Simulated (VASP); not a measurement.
Write the native input for VASP 6.6.1 that does the following.

```
Task                   : single point
Functional             : PBE
Potentials or basis    : VASP PAW PBE potentials, release 64 (Au)
Cutoff                 : 520 eV
k mesh                 : 14 × 14 × 14
Occupations            : fermi-dirac, width 0.1 eV
Spin                   : no spin polarisation
Dipole correction      : no
Further INCAR settings : ALGO = Normal; EDIFF = 1e-06; NBANDS = 12
```

The structure of Au lies in POSCAR:

```
Au
1.0
    2.7478327670      0.0000000000      0.0000000000
    0.0000000000      2.7478327670      0.0000000000
    0.0000000000      0.0000000000      2.7478327670
Au
1
Direct
    0.0000000000      0.0000000000      0.0000000000
```

One way to write it, as run:

INCAR

```
SYSTEM = Au
ALGO = Normal
EDIFF = 1E-6
ENCUT = 520
GGA = PE
ISIF = 2
ISMEAR = -1
LASPH = .True.
LCHARG = .False.
LREAL = .False.
LWAVE = .False.
NBANDS = 12
NELM = 80
PREC = Accurate
SIGMA = 0.1
```

KPOINTS

```
k-points
0
Gamma
  14 14 14
  0 0 0
```

Potentials or basis: VASP PAW PBE potentials, release 64 (Au).

Command:

```console
$ cat potpaw_PBE.64/Au/POTCAR > POTCAR
$ mpirun -np 1 vasp_std > vasp.out
```

Results of the run:

```
Pressure : -0.2 GPa
```

Run time: 15 s on 1 thread of Intel(R) Xeon(R) Platinum 8488C (Sapphire Rapids) (shared host), peak memory 0.14 GiB.
